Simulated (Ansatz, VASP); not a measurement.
# One calculation of Be2Ga2C3, two programs

The input INCAR:

```
SYSTEM = Be2Ga2C3
ALGO = Normal
EDIFF = 1E-7
EDIFFG = -0.04
ENCUT = 600
GGA = PE
IBRION = 2
ISIF = 3
ISMEAR = 0
LASPH = .TRUE.
LCHARG = .FALSE.
LREAL = .FALSE.
LWAVE = .FALSE.
NELM = 100
NSW = 90
PREC = Accurate
SIGMA = 0.1
```

Contents of KPOINTS:

```
k-points
0
G
  6 6 6
  0 0 0
```

File POSCAR:

```
Be2Ga2C3
1.0
    2.4990607000      1.4428333700      3.9775640900
   -2.4990607000      1.4428333700      3.9775640900
    0.0000000000     -2.8856667400      3.9775640900
Be Ga C
2 2 3
Direct
    0.2401300100      0.2401300100      0.2401300100
    0.7598699900      0.7598699900      0.7598699900
    0.0000000000      0.0000000000      0.0000000000
    0.5000000000      0.5000000000      0.5000000000
    0.0000000000      0.0000000000      0.5000000000
    0.5000000000      0.0000000000      0.0000000000
    0.0000000000      0.5000000000      0.0000000000
```

Input for Ansatz:

```yaml
crystal:
  lattice:
    - [2.4990607, 1.44283337, 3.97756409]
    - [-2.4990607, 1.44283337, 3.97756409]
    - [0.0, -2.88566674, 3.97756409]
  atoms:
    - { symbol: Be, position: [0.24013001, 0.24013001, 0.24013001] }
    - { symbol: Be, position: [0.75986999, 0.75986999, 0.75986999] }
    - { symbol: Ga, position: [0.0, 0.0, 0.0] }
    - { symbol: Ga, position: [0.5, 0.5, 0.5] }
    - { symbol: C, position: [0.0, 0.0, 0.5] }
    - { symbol: C, position: [0.5, 0.0, 0.0] }
    - { symbol: C, position: [0.0, 0.5, 0.0] }
basis:
  ecutwfc: 420
kpoints:
  mp_grid: { grid: [6, 6, 6] }
hamiltonian:
  xc: pbe
scf:
  occupations: { method: gaussian, width: 0.1 }
  lower_state_search: "off"
output:
  forces: true
  stress: true
  eigenvalues: true
relax:
  adjacent_minimum: "off"
  f_tol: 0.04
  max_steps: 70
  cell: { stress_tol: 0.4 }
```

Change from the starting cell: species swapped into the K2Sn2O3 type (R-3m, No. 166).

Alike in both runs: task relaxation of cell and atoms; functional PBE; k mesh 6 × 6 × 6; occupations gaussian, width 0.1 eV; no spin polarisation.

|  | VASP | Ansatz |
| --- | --- | --- |
| version | VASP 6.6.1 | Ansatz 0.2.0 |
| potentials or method | VASP PAW PBE potentials, release 64 (Be, Ga_d, C), cutoff 600 eV | scalar-relativistic, plane waves, PAW |
| valence electrons in the cell | 42 | 42 |

```tsv
	VASP	Ansatz	Ansatz less VASP
gap on the k mesh at the Fermi level, each at its own relaxed structure (eV)	none	none	-
relaxed volume (Å³/atom)	11.77	11.73	-0.047
relaxed cell length with the largest relative difference (Å)	4.525	4.521	-0.0036
```

A gap of «none» marks a metal or a gap that the smearing closes.
